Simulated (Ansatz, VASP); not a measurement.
One calculation of H2CI2, two programs

```
H C I
1.0
     0.00000    6.45600    2.34650
     3.59095    0.00000    2.34650
     3.59095    6.45600    0.00000
H C I
2 1 2
Direct
  0.75379 0.97861 0.24621
  0.97861 0.75379 0.02139
  0.99552 0.99552 0.00448
  0.38086 0.10724 0.89276
  0.10724 0.38086 0.61914
```

Alike in both runs: task single point; functional PBEsol; k mesh 6 × 6 × 6; no spin polarisation.

|  | VASP | Ansatz |
| --- | --- | --- |
| version | VASP 6.6.1 | Ansatz 0.2.0 |
| potentials or method | VASP PAW PBE potentials, release 64 (H, C, I), cutoff 520 eV | plane waves, PAW |
| occupations | methfessel-paxton of order 1, width 0.1 eV | methfessel-paxton of order 1 |
| valence electrons in the cell | 20 | 40 |

VASP gave:

| Property | Result |
| --- | --- |
| pressure (GPa) | 4.0 |
| traceless stress, the component that is largest in VASP (GPa) | 3.94 |

Q: Which values does Ansatz return?

A: Pressure (GPa): 4.0; traceless stress, the component that is largest in VASP (GPa): 3.93.

VASP's potentials were made for PBE, not for PBEsol. VASP's potentials hold 20 valence electrons a cell and Ansatz's 40, so a difference there can come from the potentials and not from the codes.

Neither program's run includes spin-orbit coupling.
